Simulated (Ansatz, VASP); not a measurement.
CdS in VASP and in Ansatz

Contents of POSCAR:

```
CdS
1.0
    3.9163752574      0.0000000000      0.0000000000
   -1.9581876287      3.3916804637      0.0000000000
    0.0000000000      0.0000000000      6.5716805088
Cd S
2 2
Direct
    0.0000000000      0.0000000000      0.0000000000
    0.0000000000      0.0000000000      0.5000000000
    0.3333333333      0.6666666667      0.2500000000
    0.6666666667      0.3333333333      0.7500000000
```

INCAR.step1

```
SYSTEM = CdS
  PREC = Accurate
  ENCUT = 520
  ISMEAR = 0
  SIGMA = 0.01
  LREAL = .False.
  LASPH = .True.
  NELM = 80
  NBANDS = 26
  GGA = PE
  ALGO = Normal
  EDIFF = 1E-4
  LWAVE = .True.
  LCHARG = .False.
```

INCAR.step2

```
SYSTEM = CdS
  PREC = Accurate
  ENCUT = 520
  EDIFF = 1E-7
  ISMEAR = 0
  SIGMA = 0.01
  LREAL = .False.
  LASPH = .True.
  NELM = 80
  ALGO = Normal
  ISIF = 2
  LWAVE = .False.
  LCHARG = .True.
  METAGGA = R2SCAN
  LMIXTAU = .True.
  LELF = .True.
  LVHAR = .True.
  NBANDS = 26
  ISTART = 1
```

File KPOINTS:

```
regular mesh
0
Gamma
  6 6 4
  0 0 0
```

Input for Ansatz:

```yaml
crystal:
  lattice:
    - [3.9163752574, 0.0, 0.0]
    - [-1.9581876287, 3.3916804637, 0.0]
    - [0.0, 0.0, 6.5716805088]
  atoms:
    - { symbol: Cd, position: [0.0, 0.0, 0.0] }
    - { symbol: Cd, position: [0.0, 0.0, 0.5] }
    - { symbol: S, position: [0.3333333333, 0.6666666667, 0.25] }
    - { symbol: S, position: [0.6666666667, 0.3333333333, 0.75] }
kpoints:
  mp_grid: { grid: [6, 6, 4] }
hamiltonian:
  xc: r2scan
scf:
  occupations: { method: fixed }
  n_extra_bands: 5
output:
  forces: true
  stress: true
  eigenvalues: true
```

Alike in both runs: task single point; functional r2SCAN; k mesh 6 × 6 × 4; no spin polarisation.

|  | VASP | Ansatz |
| --- | --- | --- |
| version | VASP 6.6.1 | Ansatz 0.2.0 |
| potentials or method | VASP PAW PBE potentials, release 64 (Cd, S) | plane waves, PAW |
| plane-wave cutoff (eV) | 520 | 500 |
| occupations | gaussian, width 0.01 eV | fixed |
| valence electrons in the cell | 36 | 52 |

```csv
,VASP,Ansatz,Ansatz less VASP
gap on the k mesh at the Fermi level (eV),0.97,0.98,+0.016
pressure (GPa),-3.8,-4.1,-0.35
"traceless stress, the component that is largest in VASP (GPa)",-0.27,-0.28,-0.006
```

VASP's potentials were made for PBE, not for r2SCAN. VASP's potentials hold 36 valence electrons a cell and Ansatz's 52, so a difference there can come from the potentials and not from the codes.
